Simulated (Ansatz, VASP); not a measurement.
# One calculation of P, two programs

```xyz
4
Lattice="2.4199 -2.4251 0.0000 2.4199 2.4251 0.0000 0.0000 0.0000 5.2103" Properties=species:S:1:pos:R:3 pbc="T T T"
P     2.4199    1.2125    2.2312
P     2.4199   -1.2125    2.9791
P     1.2099    1.2125    0.0000
P     1.2099   -1.2125    0.0000
```

Alike in both runs: functional PBE; k mesh 6 × 6 × 4; occupations gaussian, width 0.1 eV; no spin polarisation.

Ansatz relaxed the structure, and its values are those at the end. VASP's run is a single point on that final structure, the one shown.

|  | VASP | Ansatz |
| --- | --- | --- |
| version | VASP 6.6.1 | Ansatz 0.2.0 |
| potentials or method | VASP PAW PBE potentials, release 64 (P), cutoff 520 eV | scalar-relativistic, plane waves, PAW |
| valence electrons in the cell | 20 | 20 |

```csv
,VASP,Ansatz,Ansatz less VASP
gap on the k mesh at the Fermi level (eV),none,none,-
pressure (GPa),-0.1,0.1,+0.21
```

A gap of «none» marks a metal or a gap that the smearing closes. With one functional, cell and mesh, what is left measures potentials, basis and numerics.
